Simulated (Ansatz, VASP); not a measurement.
## HfO2 in VASP and in Ansatz

File INCAR:

```
SYSTEM = HfO2
PREC     = Accurate       ! precision mode
ENCUT    = 520            ! plane-wave cutoff, eV
EDIFF    = 1E-7           ! SCF threshold, eV
ISMEAR   = -1             ! smearing method
SIGMA    = 0.02           ! smearing width, eV
LREAL    = .False.        ! projectors in reciprocal space
LASPH    = .True.         ! aspherical terms in the spheres
NELM     = 60             ! most SCF steps
ALGO     = Normal         ! electronic algorithm
ISIF     = 2              ! what is computed and relaxed
LWAVE    = .False.        ! write WAVECAR
LCHARG   = .True.         ! write CHGCAR
GGA      = PE             ! functional
LELF     = .True.         ! ELF
LVHAR    = .True.       
NBANDS   = 18             ! bands
```

Contents of KPOINTS:

```
regular mesh
0
Gamma
  8 8 8
  0 0 0
```

The input POSCAR:

```
HfO2
1.0
    0.0000000000      2.5544741425      2.5544741425
    2.5544741425      0.0000000000      2.5544741425
    2.5544741425      2.5544741425      0.0000000000
Hf O
1 2
Direct
    0.0000000000      0.0000000000      0.0000000000
    0.2500000000      0.2500000000      0.2500000000
    0.7500000000      0.7500000000      0.7500000000
```

Input for Ansatz:

```yaml
crystal:
  lattice:
    - [0.0, 2.5544741425, 2.5544741425]
    - [2.5544741425, 0.0, 2.5544741425]
    - [2.5544741425, 2.5544741425, 0.0]
  atoms:
    - { symbol: Hf, position: [0.0, 0.0, 0.0] }
    - { symbol: O, position: [0.25, 0.25, 0.25] }
    - { symbol: O, position: [0.75, 0.75, 0.75] }
kpoints:
  mp_grid: { grid: [8, 8, 8] }
  band_path:
    path:
      - [0.0, 0.0, 0.0]
      - [0.5, 0.0, 0.5]
      - [0.625, 0.25, 0.625]
      - [0.375, 0.375, 0.75]
      - [0.5, 0.5, 0.5]
      - [0.5, 0.25, 0.75]
      - [0.0, 0.5, 0.5]
    npoints: 1
hamiltonian:
  xc: pbe
scf:
  occupations: { method: fermi_dirac, width: 0.02 }
  n_extra_bands: 4
output:
  forces: true
  stress: true
  eigenvalues: true
```

Change from the starting cell: hydrostatic strain +1.0%.

Alike in both runs: task single point; functional PBE; k mesh 8 × 8 × 8; occupations fermi-dirac, width 0.02 eV; no spin polarisation.

```csv
,VASP,Ansatz
version,VASP 6.6.1,Ansatz 0.2.0
potentials or method,"VASP PAW PBE potentials, release 64 (Hf_pv, O)","plane waves, PAW"
plane-wave cutoff (eV),520,420
valence electrons in the cell,22,38
```

VASP gave:

| Property | Result |
| --- | --- |
| gap on the k mesh at the Fermi level (eV) | 3.74 |
| pressure (GPa) | -5.2 |

Task: Which values does Ansatz return?

Result: gap on the k mesh at the Fermi level (eV): 3.73; pressure (GPa): -1.6.

VASP's potentials hold 22 valence electrons a cell and Ansatz's 38, so a difference there can come from the potentials and not from the codes.

Spin-orbit coupling is off throughout.
